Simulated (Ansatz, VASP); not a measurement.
# One calculation of CdP, two programs

```
Cd P
1.0
     0.00000    2.95368    2.95368
     2.95368    0.00000    2.95368
     2.95368    2.95368    0.00000
Cd P
1 1
Direct
  0.00000 0.00000 0.00000
  0.25000 0.25000 0.25000
```

Alike in both runs: functional PBE; k mesh 16 × 16 × 16; occupations gaussian, width 0.1 eV; no spin polarisation.

Ansatz relaxed the structure, and its values are those at the end. VASP's run is a single point on that final structure, the one shown.

|  | VASP | Ansatz |
| --- | --- | --- |
| version | VASP 6.6.1 | Ansatz 0.2.0 |
| potentials or method | VASP PAW PBE potentials, release 64 (Cd, P), cutoff 520 eV | scalar-relativistic, plane waves, PAW |
| valence electrons in the cell | 17 | 25 |

```tsv
	VASP	Ansatz	Ansatz less VASP
gap on the k mesh at the Fermi level (eV)	none	none	-
pressure (GPa)	0.3	0.0	-0.27
```

A gap of «none» marks a metal or a gap that the smearing closes. With one functional, cell and mesh, what is left measures potentials, basis and numerics. VASP's potentials hold 17 valence electrons a cell and Ansatz's 25, so a difference there can come from the potentials and not from the codes.
